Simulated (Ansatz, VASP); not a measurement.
W: VASP beside Ansatz

```
W
1.0
     0.00000    2.05897    2.05897
     2.05897    0.00000    2.05897
     2.05897    2.05897    0.00000
W
1
Direct
  0.00000 0.00000 0.00000
```

Change from the starting cell: strain +0.030 along x and y, +0.030 along z, atoms carried along.

Alike in both runs: task single point; functional PBEsol; k mesh 26 × 26 × 26; occupations gaussian, width 0.15 eV; no spin polarisation.

|  | VASP | Ansatz |
| --- | --- | --- |
| version | VASP 6.6.1 | Ansatz 0.2.0 |
| potentials or method | VASP PAW PBE potentials, release 64 (W_sv), cutoff 520 eV | scalar-relativistic, plane waves, PAW |
| valence electrons in the cell | 14 | 14 |

VASP gave:

* gap on the k mesh at the Fermi level (eV): none
* pressure (GPa): -21.9

Estimate Ansatz's values.

gap on the k mesh at the Fermi level (eV): none; pressure (GPa): -22.3.

VASP's potentials were made for PBE, not for PBEsol. A gap of «none» marks a metal or a gap that the smearing closes.

Spin-orbit coupling is off throughout.
